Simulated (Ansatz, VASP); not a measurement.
## Two plane-wave programs on BeMo

```
Be Mo
1.0
     0.00000    2.30501    2.30501
     2.30501    0.00000    2.30501
     2.30501    2.30501    0.00000
Be Mo
1 1
Direct
  0.00000 0.00000 0.00000
  0.50000 0.50000 0.50000
```

Alike in both runs: functional PBE; k mesh 20 × 20 × 20; occupations gaussian, width 0.1 eV; no spin polarisation.

Ansatz relaxed the structure, and its values are those at the end. VASP's run is a single point on that final structure, the one shown.

|  | VASP | Ansatz |
| --- | --- | --- |
| version | VASP 6.6.1 | Ansatz 0.2.0 |
| potentials or method | VASP PAW PBE potentials, release 64 (Be, Mo_sv), cutoff 520 eV | scalar-relativistic, plane waves, PAW |
| valence electrons in the cell | 16 | 16 |

VASP gave:

```
gap on the k mesh at the Fermi level (eV) : none
pressure (GPa)                            : 0.3
```

Q: What did Ansatz give for the same quantities?

A: gap on the k mesh at the Fermi level (eV): none; pressure (GPa): 0.0.

A gap of «none» marks a metal or a gap that the smearing closes.
